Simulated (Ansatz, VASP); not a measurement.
**Two plane-wave programs on AlP**

```
Al P
1.0
     0.00000    2.73500    2.73500
     2.73500    0.00000    2.73500
     2.73500    2.73500    0.00000
Al P
1 1
Cartesian
  0.0000 0.0000 0.0000
  1.3675 1.3675 1.3675
```

Alike in both runs: task relaxation of cell and atoms; functional PBEsol; k mesh 8 × 8 × 8; occupations gaussian, width 0.02 eV; no spin polarisation.

|  | VASP | Ansatz |
| --- | --- | --- |
| version | VASP 6.6.1 | Ansatz 0.2.0 |
| potentials or method | VASP PAW PBE potentials, release 64 (Al, P), cutoff 500 eV | scalar-relativistic, plane waves, PAW |
| valence electrons in the cell | 8 | 8 |

VASP gave:

| Item | Value |
| --- | --- |
| gap on the k mesh at the Fermi level, each at its own relaxed structure (eV) | 1.45 |
| relaxed volume (Å³/atom) | 20.47 |
| relaxed cell length with the largest relative difference (Å) | 3.869 |

Problem. Which values does Ansatz return?

Solution. gap on the k mesh at the Fermi level, each at its own relaxed structure (eV): 1.45; relaxed volume (Å³/atom): 20.46; relaxed cell length with the largest relative difference (Å): 3.868.

VASP's potentials were made for PBE, not for PBEsol, and Ansatz warns of the same on its side.
